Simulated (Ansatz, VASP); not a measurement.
## One calculation of CsH, two programs

POSCAR

```
CsH
1.0
    0.0000000000      2.9329600000      3.3155200000
    2.9329600000      0.0000000000      3.3155200000
    2.9329600000      2.9329600000      0.0000000000
Cs H
1 1
Direct
    0.0000000000      0.0000000000      0.0000000000
    0.5000000000      0.5000000000      0.5000000000
```

File INCAR.step1:

```
PREC = Accurate ; ENCUT = 520
ISMEAR = 0 ; SIGMA = 0.05
LREAL = False ; LASPH = True
NELM = 100 ; NBANDS = 12
GGA = PE ; ALGO = Normal
EDIFF = 1E-4 ; LWAVE = True
LCHARG = False
```

INCAR.step2

```
PREC = Accurate ; ENCUT = 520
EDIFF = 1E-7 ; ISMEAR = 0
SIGMA = 0.05 ; LREAL = False
LASPH = True ; NELM = 100
ALGO = Normal ; ISIF = 2
LWAVE = False ; LCHARG = True
METAGGA = R2SCAN ; LMIXTAU = True
LELF = True ; LVHAR = True
NBANDS = 12 ; ISTART = 1
```

File KPOINTS:

```
regular mesh
0
Gamma
  6 6 6
```

Input for Ansatz:

```yaml
crystal:
  lattice:
    - [0.0, 2.93296, 3.31552]
    - [2.93296, 0.0, 3.31552]
    - [2.93296, 2.93296, 0.0]
  atoms:
    - { symbol: Cs, position: [0.0, 0.0, 0.0] }
    - { symbol: H, position: [0.5, 0.5, 0.5] }
basis:
  ecutwfc: 500
kpoints:
  mp_grid: { grid: [6, 6, 6] }
hamiltonian:
  xc: r2scan
scf:
  occupations: { method: gaussian, width: 0.05 }
output:
  forces: true
  stress: true
  eigenvalues: true
  write_density: true
  write_potential: true
  elf: true
  volumetric_format: npy
```

Change from the starting cell: strain -0.080 along x and y, +0.040 along z, atoms carried along.

Alike in both runs: task single point; functional r2SCAN; k mesh 6 × 6 × 6; occupations gaussian, width 0.05 eV; no spin polarisation.

```csv
,VASP,Ansatz
version,VASP 6.6.1,Ansatz 0.2.0
potentials or method,"VASP PAW PBE potentials, release 64 (Cs_sv, H), cutoff 520 eV","scalar-relativistic, plane waves, PAW"
valence electrons in the cell,10,10
```

VASP gave:

| Item | Value |
| --- | --- |
| gap on the k mesh at the Fermi level (eV) | 2.38 |
| least direct gap on the mesh (eV) | 2.38 |
| pressure (GPa) | 2.2 |
| traceless stress, the component that is largest in VASP (GPa) | -2.70 |

**Question.** Estimate Ansatz's values.

**Answer.** gap on the k mesh at the Fermi level (eV): 2.41; least direct gap on the mesh (eV): 2.41; pressure (GPa): 2.1; traceless stress, the component that is largest in VASP (GPa): -2.64.

VASP's potentials were made for PBE, not for r2SCAN.

Neither program's run includes spin-orbit coupling.
